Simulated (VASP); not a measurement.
Runs of VASP 6.6.1 on Ta. The structure is that of space group P6_3/mmc (No. 194), or close to it. The cells are those of the table. This isn't the form of Ta at room conditions, which is bcc.

```tsv
cell	k mesh	gap on the mesh (eV)	pressure (GPa)
a = 2.857, b = 2.857, c = 10.028 Å, angles 90.0, 90.0, 120.0°, 4 atoms	12 × 12 × 4	none	0.7
a = 2.778, b = 2.778, c = 9.753 Å, angles 90.0, 90.0, 120.0°, 4 atoms	14 × 14 × 4	none	21.2
a = 2.737, b = 2.737, c = 9.609 Å, angles 90.0, 90.0, 120.0°, 4 atoms	14 × 14 × 4	none	34.9
a = 2.818, b = 2.818, c = 9.892 Å, angles 90.0, 90.0, 120.0°, 4 atoms	14 × 14 × 4	none	(b)
a = 2.931, b = 2.931, c = 10.288 Å, angles 90.0, 90.0, 120.0°, 4 atoms	14 × 14 × 4	none	-13.4
a = 2.894, b = 2.894, c = 10.160 Å, angles 90.0, 90.0, 120.0°, 4 atoms	14 × 14 × 4	none	(a)
a = 2.857, b = 2.857, c = 10.028 Å, angles 90.0, 90.0, 120.0°, 4 atoms	14 × 14 × 4	none	0.7
```

Alike in all rows: task single point; level LDA; potentials or basis VASP PAW LDA potentials, release 64 (Ta_pv); no spin polarisation; cutoff (eV) 520; smearing fermi-dirac 0.1 eV.

**Question.** Estimate the missing entries.

**Answer.** (a) -7.0; (b) 10.0.

Caveats: spin-orbit coupling is left out, which moves the levels of the heavy elements; the cell stands under pressure (at least some runs); the cell stands under tension (at least some runs).

A k mesh can miss the band edges, and the runs leave out spin-orbit coupling on Ta.

A gap of «none» marks levels without a gap at the run's occupations.
